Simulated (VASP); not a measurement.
# Cs4Au (Im-3m) in VASP: further runs

Runs on Cs4Au. Level: PBE. Tasks: single point, relaxation of cell and atoms.

All numbers are computed with VASP 6.6.1; they aren't measurements. Logs are shortened: lines on timing, memory, paths and dates and some standing lists are left out, and cuts for length are marked.

## Step 1: The cell of the first run

It takes space group Im-3m (No. 229, cubic). The conventional cell has a = 9.209 Å, b = 9.209 Å, c = 9.209 Å, α = 90.00°, β = 90.00°, γ = 90.00°. Within 5.2 Å of Cs (site symmetry -3m) lie 2 Au at 3.99 Å and 6 Cs at 4.60 Å. Au (site symmetry m-3m) has 8 Cs at 3.99 Å within 5.2 Å.

## Step 2: Single point, PBE

File INCAR:

```
SYSTEM = Cs4Au
PREC = Accurate
ENCUT = 520
EDIFF = 1E-6
ISMEAR = 0
SIGMA = 0.1
LREAL = .False.
LASPH = .True.
NELM = 60
ALGO = Fast
ISIF = 2
LWAVE = .False.
LCHARG = .False.
GGA = PE
NBANDS = 32
```

File KPOINTS:

```
Automatic mesh
0
Gamma
  4 4 4
  0 0 0
```

File POSCAR:

```
Cs4Au
1.0
   -4.6045404000      4.6045404000      4.6045404000
    4.6045404000     -4.6045404000      4.6045404000
    4.6045404000      4.6045404000     -4.6045404000
Cs Au
4 1
Direct
    0.0000000000      0.0000000000      0.5000000000
    0.5000000000      0.0000000000      0.0000000000
    0.0000000000      0.5000000000      0.0000000000
    0.5000000000      0.5000000000      0.5000000000
    0.0000000000      0.0000000000      0.0000000000
```

Potentials or basis: VASP PAW PBE potentials, release 64 (Cs_sv, Au).

The run is started by

```sh
> cat potpaw_PBE.64/Cs_sv/POTCAR potpaw_PBE.64/Au/POTCAR > POTCAR
> mpirun -np 1 vasp_std > vasp.out
```

OUTCAR:

```text
SYSTEM = Cs4Au
   PREC = Accurate
   ENCUT = 520
   EDIFF = 1E-6
   ISMEAR = 0
   LREAL = .False.
   LASPH = .True.
   NELM = 60
   ISIF = 2
   GGA = PE

 ion  position               nearest neighbor table
   1  0.000  0.000  0.500-
   2  0.500  0.000  0.000-
   3  0.000  0.500  0.000-
   4  0.500  0.500  0.500-
   5  0.000  0.000  0.000-

  LATTYP: Found a body centered cubic cell.
 ALAT       =     9.2090808000

  Lattice vectors:

 A1 = (  -4.6045404000,   4.6045404000,   4.6045404000)
 A2 = (   4.6045404000,  -4.6045404000,   4.6045404000)
 A3 = (   4.6045404000,   4.6045404000,  -4.6045404000)

Analysis of symmetry for initial positions (statically):
=====================================================================
 Subroutine PRICEL returns:
 Original cell was already a primitive cell.

 Routine SETGRP: Setting up the symmetry group for a
 body centered cubic supercell.

 Subroutine GETGRP returns: Found 48 space group operations
 (whereof 48 operations were pure point group operations)
 out of a pool of 48 trial point group operations.

The static configuration has the point symmetry O_h .

Analysis of symmetry for dynamics (positions and initial velocities):
=====================================================================
 Subroutine PRICEL returns:
 Original cell was already a primitive cell.

 Routine SETGRP: Setting up the symmetry group for a
 body centered cubic supercell.

 Subroutine GETGRP returns: Found 48 space group operations
 (whereof 48 operations were pure point group operations)
 out of a pool of 48 trial point group operations.

The dynamic configuration has the point symmetry O_h .

 Subroutine INISYM returns: Found 48 space group operations
 (whereof 48 operations are pure point group operations),
 and found     1 'primitive' translations

----------------------------------------------------------------------------------------

                                     Primitive cell

  volume of cell :     390.4980

[... 71 lines left out ...]
   ISPIN  =      1    spin polarized calculation?
   LNONCOLLINEAR =      F non collinear calculations
   LSORBIT =      F    spin-orbit coupling
   LASPH  =      T    aspherical Exc in radial PAW
   ENCUT  =  520.0 eV  38.22 Ry    6.18 a.u.  14.83 14.83 14.83*2*pi/ulx,y,z
   NELM   =     60;   NELMIN=  2; NELMDL= -5     # of ELM steps
   EDIFF  = 0.1E-05   stopping-criterion for ELM
   LREAL  =      F    real-space projection
   EDIFFG = 0.1E-04   stopping-criterion for IOM
   NSW    =      0    number of steps for IOM
   IBRION =     -1    ionic relax: 0-MD 1-quasi-New 2-CG
   NFREE  =      0    steps in history (QN), initial steepest desc. (CG)
   ISIF   =      2    stress and relaxation
   ISYM   =      2    0-nonsym 1-usesym 2-fastsym
   POTIM  = 0.5000    time-step for ionic-motion
   TEBEG  =    0.0;   TEEND  =   0.0 temperature during run
   PSTRESS=    0.0 pullay stress
   NELECT =      47.0000    total number of electrons
   NUPDOWN=      -1.0000    fix difference up-down
   EMIN   =  10.00;   EMAX   =-10.00  energy-range for DOS
   EFERMI =   0.00;   METHOD = LEGACY
   ISMEAR =     0;   SIGMA  =   0.10  broadening in eV -4-tet -1-fermi 0-gaus
   EFERMI_NEDOS =   21; number of points for ismear=-14 and -15
   IALGO  =     68    algorithm
   IMIX   =      4    mixing-type and parameters
     AMIX     =   0.40;   BMIX     =  1.00
     AMIX_MAG =   1.60;   BMIX_MAG =  1.00
  volume/ion in A,a.u.               =      78.10       527.04
  Fermi-wavevector in a.u.,A,eV,Ry     =   0.808291  1.527449  8.889157  0.653335
  Thomas-Fermi vector in A             =   1.917069
   LORBIT       =      0    0 simple, 1 ext, 2 COOP (PROOUT), +10 PAW based schemes
   GGA     = PE    functional components
   LHFCALC =     F    Hartree Fock is set to
   AEXX    =    0.0000 exact exchange contribution
   IVDW    =     0    specifies the selected vdW correction
   LEPSILON=     F    determine dielectric tensor
   LRPA    =     F    only Hartree local field effects (RPA)
 non-spin polarized calculation
 RMM-DIIS sequential band-by-band and
 Gauss-broadening in eV      SIGMA  =   0.10
  energy-cutoff  :      520.00
  volume of cell :      390.50
 maximum number of plane-waves:     10606
   NGX = 29   NGY = 29   NGZ = 29

 number of electron      47.0000010 magnetization

 Free energy of the ion-electron system (eV)
  ---------------------------------------------------
  ext. energy  EPLUGINS =         0.00000000
  ---------------------------------------------------
  free energy    TOTEN  =        -7.00268452 eV

  energy without entropy =       -6.96413301  energy(sigma->0) =       -6.98340876

 E-fermi :   1.2830     XC(G=0):  -6.2341

 val. band max:        1.2737264975   @ k =   0.5000   0.0000   0.0000
 cond. band min:       1.3957766084   @ k =   0.5000   0.5000   0.2500
 fundamental gap:      0.1220501109
 Fermi energy:         1.2830398312

 k-point     1 :       0.0000    0.0000    0.0000
  band No.  band energies     occupation
      1     -22.5190      2.00000
      2     -22.4805      2.00000
      3     -22.4805      2.00000
      4     -22.4805      2.00000
      5      -9.5063      2.00000
      6      -9.5063      2.00000
[... 269 lines left out ...]
     31       3.2403      0.00000
     32       3.2403      0.00000

------------------------ aborting loop because EDIFF is reached ----------------------------------------

  FORCE on cell =-STRESS in cart. coord.  units (eV):
  Direction    XX          YY          ZZ          XY          YZ          ZX
  --------------------------------------------------------------------------------------
  -------------------------------------------------------------------------------------
  Total        0.0346313      0.0346313      0.0346313      0.0000000      0.0000000     -0.0000000
  in kB        0.1420891      0.1420891      0.1420891      0.0000000      0.0000000     -0.0000000
  external PRESSURE =       0.1420891 kB  Pullay stress =       0.0000000 kB

 VOLUME and BASIS-vectors are now :
 -----------------------------------------------------------------------------
  energy-cutoff  :      520.00
  volume of cell :      390.50
      direct lattice vectors                 reciprocal lattice vectors
    -4.604540400  4.604540400  4.604540400     0.000000000  0.108588471  0.108588471
     4.604540400 -4.604540400  4.604540400     0.108588471  0.000000000  0.108588471
     4.604540400  4.604540400 -4.604540400     0.108588471  0.108588471  0.000000000

 POSITION                                       TOTAL-FORCE (eV/Angst)
 -----------------------------------------------------------------------------------
      2.30227      2.30227     -2.30227         0.000000     -0.000000     -0.000000
     -2.30227      2.30227      2.30227         0.000000      0.000000      0.000000
      2.30227     -2.30227      2.30227         0.000000     -0.000000      0.000000
      2.30227      2.30227      2.30227        -0.000000      0.000000     -0.000000
      0.00000      0.00000      0.00000         0.000000      0.000000      0.000000
 -----------------------------------------------------------------------------------
    total drift:                               -0.000000     -0.000000      0.000000

  FREE ENERGIE OF THE ION-ELECTRON SYSTEM (eV)
  ---------------------------------------------------
  free  energy   TOTEN  =        -7.0026845181 eV

  energy  without entropy=       -6.9641330075  energy(sigma->0) =       -6.98340876
```

OSZICAR:

```text
N       E                     dE             d eps       ncg     rms          rms(c)
DAV:   1     0.348717418204E+03    0.34872E+03   -0.16793E+04   512   0.112E+03
DAV:   2     0.325141646680E+02   -0.31620E+03   -0.30420E+03   712   0.203E+02
DAV:   3    -0.669155754017E+01   -0.39206E+02   -0.38808E+02   648   0.776E+01
DAV:   4    -0.746331936236E+01   -0.77176E+00   -0.77037E+00   624   0.128E+01
DAV:   5    -0.747637988718E+01   -0.13061E-01   -0.13058E-01   688   0.154E+00    0.237E+00
RMM:   6    -0.710227330377E+01    0.37411E+00   -0.21045E-01   529   0.135E+00    0.125E+00
RMM:   7    -0.699536989746E+01    0.10690E+00   -0.29661E-01   658   0.163E+00    0.437E-01
RMM:   8    -0.700079221016E+01   -0.54223E-02   -0.36377E-02   668   0.548E-01    0.282E-01
RMM:   9    -0.700254536040E+01   -0.17532E-02   -0.57675E-03   659   0.238E-01    0.798E-02
RMM:  10    -0.700264439512E+01   -0.99035E-04   -0.13076E-03   670   0.109E-01    0.223E-02
RMM:  11    -0.700267629512E+01   -0.31900E-04   -0.21151E-04   649   0.438E-02    0.816E-03
RMM:  12    -0.700268353344E+01   -0.72383E-05   -0.45149E-05   656   0.218E-02    0.480E-03
RMM:  13    -0.700268451810E+01   -0.98466E-06   -0.86164E-06   548   0.971E-03
   1 F= -.70026845E+01 E0= -.69834088E+01  d E =-.385515E-01
```

It took 2.1 min on 1 thread of Intel Xeon 6975P-C, shared host; peak memory 0.52 GiB.

Results:

```
Free energy : -7.0027 eV
Pressure    : 0.0 GPa
```

Levels at points of the mesh, in eV from the Fermi level:
```
           k point  band 22  band 23  band 24  band 25  band 26  band 27
(0.00, 0.00, 0.00)    -3.48    -1.07     0.25     0.25     1.56     1.57
(0.50, 0.00, 0.00)    -3.03    -0.67    -0.01     0.46     0.76     1.11
(0.50, 0.50, 0.50)    -2.69    -0.27    -0.27    -0.27     0.72     0.72
```

Caveat: spin-orbit coupling is left out, which moves the levels of the heavy elements.

## Step 3: Single point, PBE

File INCAR:

```
SYSTEM = Cs4Au
ALGO     = Fast           ! electronic algorithm
EDIFF    = 1E-6           ! SCF threshold, eV
ENCUT    = 520            ! plane-wave cutoff, eV
GGA      = PE             ! functional
ISIF     = 2              ! what is computed and relaxed
ISMEAR   = 0              ! smearing method
LASPH    = .True.         ! aspherical terms in the spheres
LCHARG   = .True.         ! write CHGCAR
LELF     = .True.         ! ELF
LREAL    = .False.        ! projectors in reciprocal space
LVHAR    = .True.       
LWAVE    = .False.        ! write WAVECAR
NBANDS   = 32             ! bands
NELM     = 100            ! most SCF steps
PREC     = Accurate       ! precision mode
SIGMA    = 0.1            ! smearing width, eV
```

File KPOINTS:

```
k-points
0
Gamma
  6 6 6
  0 0 0
```

POSCAR is that of step 2.

Potentials or basis: VASP PAW PBE potentials, release 64 (Cs_sv, Au).

The run is started by

```sh
> cat potpaw_PBE.64/Cs_sv/POTCAR potpaw_PBE.64/Au/POTCAR > POTCAR
> mpirun -np 1 vasp_std > vasp.out
```

It took 4.9 min on 1 thread of Intel Xeon 6975P-C, shared host; peak memory 0.6 GiB.

The run converged. Its results:

- Free energy: -7.0256 eV
- Pressure: 0.0 GPa

Levels at points of the mesh, in eV from the Fermi level:
```tsv
k point	band 20	band 21	band 22	band 23	band 24	band 25	band 26	band 27
(0.00, 0.00, 0.00)	-3.47	-3.47	-3.45	-1.07	0.25	0.25	1.57	1.57
(0.50, 0.00, 0.00)	-3.45	-3.43	-3.00	-0.67	-0.01	0.47	0.78	1.12
(0.50, 0.50, 0.50)	-3.42	-3.42	-2.65	-0.26	-0.26	-0.26	0.72	0.72
```

Caveat: spin-orbit coupling is left out, which moves the levels of the heavy elements.

(Continued in part 2 of 2.)
